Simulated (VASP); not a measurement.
Here is a VASP 6.6.1 calculation.

INCAR

```
SYSTEM = KCl
PREC = Accurate
ENCUT = 500
EDIFF = 1E-6
ISMEAR = -1
SIGMA = 0.05
LREAL = .FALSE.
LASPH = .TRUE.
NELM = 120
ALGO = Normal
ISIF = 2
LWAVE = .FALSE.
LCHARG = .FALSE.
GGA = PS
NBANDS = 15
GGA_COMPAT = .FALSE.
```

The input KPOINTS:

```
Automatic mesh
0
G
  7 7 7
  0 0 0
```

POSCAR

```
KCl
1.0
    0.0000000000      2.9447852602      2.9447852602
    2.9447852602      0.0000000000      2.9447852602
    2.9447852602      2.9447852602      0.0000000000
K Cl
1 1
Direct
    0.0000000000      0.0000000000      0.0000000000
    0.5000000000      0.5000000000      0.5000000000
```

Potentials or basis: VASP PAW PBE potentials, release 64 (K_sv, Cl).

Run with:

```console
$ cat potpaw_PBE.64/K_sv/POTCAR potpaw_PBE.64/Cl/POTCAR > POTCAR
$ mpirun -np 1 vasp_std > vasp.out
```

Problem. What does it give for the band gap on the k mesh?

Solution. 5.73 eV, direct.

Problem. What does it give for the pressure?

Solution. 5.1 GPa.

Caveat: the PAW data sets were made with another functional, which shifts forces and pressure a little. A k mesh can miss the band edges.
